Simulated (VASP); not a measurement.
In5O:

```
CELL_PARAMETERS angstrom
5.21488 0.00000 0.00000
-2.60744 4.51622 0.00000
0.00000 0.00000 6.19395
ATOMIC_POSITIONS crystal
In 0.66667 0.33333 0.73678
In 0.00000 0.00000 0.00000
In 0.66667 0.33333 0.26322
In 0.33333 0.66667 0.26322
In 0.33333 0.66667 0.73678
O 0.00000 0.00000 0.50000
```

The cell was built from a structure type or drawn by symmetry, and may not be a known phase.

```yaml
Program: VASP 6.6.1
Task: relaxation of cell and atoms
Functional: PBE
Potentials_or_basis: VASP PAW PBE potentials, release 64 (In_d, O)
Cutoff: 600 eV
k_mesh: 12 × 12 × 6
Occupations: gaussian, width 0.1 eV
Spin: no spin polarisation
```

At the start: pressure -0.2 GPa; volume 24.31 Å³/atom.

Question: How do energy, volume and symmetry change on relaxing?

Answer: Over 7 steps the energy falls by 6.3 meV/atom and the volume is 24.21 Å³/atom (-0.4 %); space group P6/mmm (No. 191, to 0.1 Å) before and after.

Step by step:
```tsv
step	energy change (eV)	largest force (eV/Å)	pressure (GPa)	volume (Å³)
1	0.0000	0.0449	-0.20	145.88
2	-0.0132	0.0904	-0.03	145.23
3	-0.0252	0.2001	0.38	143.92
4	-0.0350	0.1136	0.12	144.85
5	-0.0376	0.0442	-0.05	145.52
6	-0.0376	0.0358	-0.08	145.60
7	-0.0381	0.0018	0.01	145.24
```

Final structure:
```
In O
1.0
     5.30406    0.00000    0.00000
    -2.65203    4.59345    0.00000
     0.00000    0.00000    5.96142
In O
5 1
Direct
  0.66667 0.33333 0.74214
  0.00000 0.00000 0.00000
  0.66667 0.33333 0.25786
  0.33333 0.66667 0.25786
  0.33333 0.66667 0.74214
  0.00000 0.00000 0.50000
```

Caveat: an odd number of electrons without spin polarisation forces a metal; a magnetic or distorted state may lie lower.
